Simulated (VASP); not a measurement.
WC (Qusongite), 2 atoms in the cell. The structure is hexagonal, space group P-6m2 (No. 187). Conventional cell: a = 2.887 Å, b = 2.887 Å, c = 2.818 Å, α = 90.00°, β = 90.00°, γ = 120.00°. Within 2.9 Å of W (site symmetry -6m2) lie 6 C at 2.18 Å and 8 W at 2.82 to 2.89 Å. Within 2.9 Å of C (site symmetry -6m2) lie 6 W at 2.18 Å and 8 C at 2.82 to 2.89 Å. 

```yaml
Program: VASP 6.6.1
Task: single point
Functional: PBE
Potentials_or_basis: VASP PAW PBE potentials, release 64 (W_sv, C)
Cutoff: 520 eV
k_mesh: 10 × 10 × 9
Occupations: fermi-dirac, width 0.05 eV
Spin: no spin polarisation
Dipole_correction: no
Further_INCAR_settings: ALGO = Normal; EDIFF = 1e-06; NBANDS = 16
```

Potentials or basis: VASP PAW PBE potentials, release 64 (W_sv, C).

Run with:

```console
$ cat potpaw_PBE.64/W_sv/POTCAR potpaw_PBE.64/C/POTCAR > POTCAR
$ mpirun -np 1 vasp_std > vasp.out
```

Hardware: 1 thread of Intel Xeon 6975P-C, with other jobs on the host.

**Question.** Estimate the wall time of this run.

**Answer.** It took 17 s on 1 thread of Intel Xeon 6975P-C, with other jobs on the host, peak memory 0.16 GiB. Counts: scf iterations 13, k points 70.
